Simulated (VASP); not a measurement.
A run of VASP 6.6.1 is set up as follows.

File INCAR:

```
SYSTEM = Al8N7
ALGO = Normal
EDIFF = 1E-6
ENCUT = 520
GGA = PE
GGA_COMPAT = .FALSE.
ISIF = 2
ISMEAR = 0
ISPIN = 2
LASPH = .TRUE.
LCHARG = .FALSE.
LORBIT = 11
LREAL = .FALSE.
LWAVE = .FALSE.
MAGMOM = 0 0 0 0 0 0 0 0 0 0 0 0 0 0 0
NBANDS = 46
NELM = 200
PREC = Accurate
SIGMA = 0.05
```

KPOINTS

```
k-points
0
G
  2 2 2
  0 0 0
```

The input POSCAR:

```
Al8N7
1.0
   -3.0810000000     -5.3364490000      0.0000000000
    4.6215000000     -2.6682240000      0.0000000000
    0.0000000000      0.0000000000      5.0310000000
Al N
8 7
Direct
    0.4899946435      0.3414872869      0.0067159610
    0.5166385247      0.6597492794      0.4853551978
    0.2421854149      0.8300610761      0.0079854900
    0.2553551909      0.1597707115      0.5162051282
   -0.0019327882      0.3525967931      0.0195809978
    0.0046695489      0.6669736839      0.5034841980
    0.7505848188      0.8374804342     -0.0500127211
    0.7567195784      0.1567164386      0.4995847744
    0.5039308257      0.3215643999      0.3835404492
    0.4892582661      0.6716708250      0.8636201550
    0.2600262235      0.8287817364      0.3867648579
    0.2385527239      0.1672571551      0.8931713377
    0.0072719839      0.3271844601      0.3989075730
   -0.2307334718      0.8011053064      1.3195623137
    0.7468410673      0.1883551506      0.8810560525
```

Potentials or basis: VASP PAW PBE potentials, release 64 (Al, N).

Run with:

```sh
$ cat potpaw_PBE.64/Al/POTCAR potpaw_PBE.64/N/POTCAR > POTCAR
$ mpirun -np 1 vasp_std > vasp.out
```

Q: Predict the largest force.

A: 2.082 eV/Å.

Q: Estimate the net moment.

A: 0.00 μB per cell.

Forces in eV/Å, atoms in the order of the input:
```
Al  -0.197  0.004 -0.162
Al   0.052  0.238  0.073
Al  -0.343  0.078 -0.076
Al   0.065  0.028 -0.178
Al  -0.379 -0.256 -0.359
Al   0.081  0.139 -0.025
Al  -0.133 -0.111  0.511
Al  -0.262  0.151 -0.376
N    0.012 -0.022 -0.139
N   -0.242 -0.257  0.018
N    0.084  0.159  0.054
N   -0.368 -0.006 -0.180
N    0.214 -0.005 -0.205
N    1.652 -0.074  1.264
N   -0.235 -0.067 -0.222
```

Caveat: the k points lie up to 0.62 Å⁻¹ apart.
